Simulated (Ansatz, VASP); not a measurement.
# Two plane-wave programs on HfZn2I6

```
I Hf Zn
1.0
     0.00000    5.42128    5.42128
     5.42128    0.00000    5.42128
     5.42128    5.42128    0.00000
I Hf Zn
6 1 2
Direct
  0.75630 0.24370 0.24370
  0.24370 0.75630 0.24370
  0.24370 0.75630 0.75630
  0.75630 0.24370 0.75630
  0.24370 0.24370 0.75630
  0.75630 0.75630 0.24370
  0.00000 0.00000 0.00000
  0.25000 0.25000 0.25000
  0.75000 0.75000 0.75000
```

Alike in both runs: task single point; functional PBEsol; k mesh 4 × 4 × 4; no spin polarisation.

|  | VASP | Ansatz |
| --- | --- | --- |
| version | VASP 6.6.1 | Ansatz 0.2.0 |
| potentials or method | VASP PAW PBE potentials, release 64 (I, Hf_pv, Zn), cutoff 520 eV | PAW plane waves |
| occupations | methfessel-paxton of order 1, width 0.1 eV | cold, width 0.1 eV |
| valence electrons in the cell | 76 | 152 |

VASP gave:

```
gap on the k mesh at the Fermi level (eV) : none
pressure (GPa)                            : 4.1
rms of the force components (eV/Å)        : 0.889
```

Q: Estimate Ansatz's values.

A: gap on the k mesh at the Fermi level (eV): none; pressure (GPa): 4.2; rms of the force components (eV/Å): 0.895.

VASP's potentials were made for PBE, not for PBEsol. Atom by atom the forces differ by 0.006 eV/Å (rms over components). A gap of «none» marks a metal or a gap that the smearing closes. VASP's potentials hold 76 valence electrons a cell and Ansatz's 152, so a difference there can come from the potentials and not from the codes. Ansatz's warnings: stress scf threshold loose.

Neither program's run includes spin-orbit coupling.
